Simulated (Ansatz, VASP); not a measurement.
**Two plane-wave programs on AlGa3N4**

```
CELL_PARAMETERS angstrom
4.18055 -0.12486 -0.12486
-0.12486 4.18055 -0.12486
-0.12486 -0.12486 4.18055
ATOMIC_POSITIONS crystal
Al 0.00000 0.00000 0.00000
Ga 0.50000 0.50000 0.00000
Ga 0.50000 0.00000 0.50000
Ga 0.00000 0.50000 0.50000
N 0.75481 0.75481 0.24519
N 0.75481 0.24519 0.75481
N 0.24519 0.75481 0.75481
N 0.24519 0.24519 0.24519
```

Alike in both runs: task single point; functional LDA; k mesh 6 × 6 × 6; occupations gaussian, width 0.05 eV; no spin polarisation.

|  | VASP | Ansatz |
| --- | --- | --- |
| version | VASP 6.6.1 | Ansatz 0.2.0 |
| potentials or method | VASP PAW LDA potentials, release 64 (Al, Ga_d, N), cutoff 520 eV | scalar-relativistic, plane waves, PAW |
| valence electrons in the cell | 62 | 62 |

|  | VASP | Ansatz | Ansatz less VASP |
| --- | --- | --- | --- |
| gap on the k mesh at the Fermi level (eV) | 3.05 | 3.07 | +0.018 |
| least direct gap on the mesh (eV) | 3.05 | 3.07 | +0.018 |
| rms of the force components (eV/Å) | 1.693 | 1.661 | -0.0312 |

Ansatz warns that its potentials were made for another functional, while VASP's fit it. LDA's correlation is that of Perdew and Zunger in VASP and of Perdew and Wang (1992) in Ansatz. Atom by atom the forces differ by 0.033 eV/Å (rms over components).
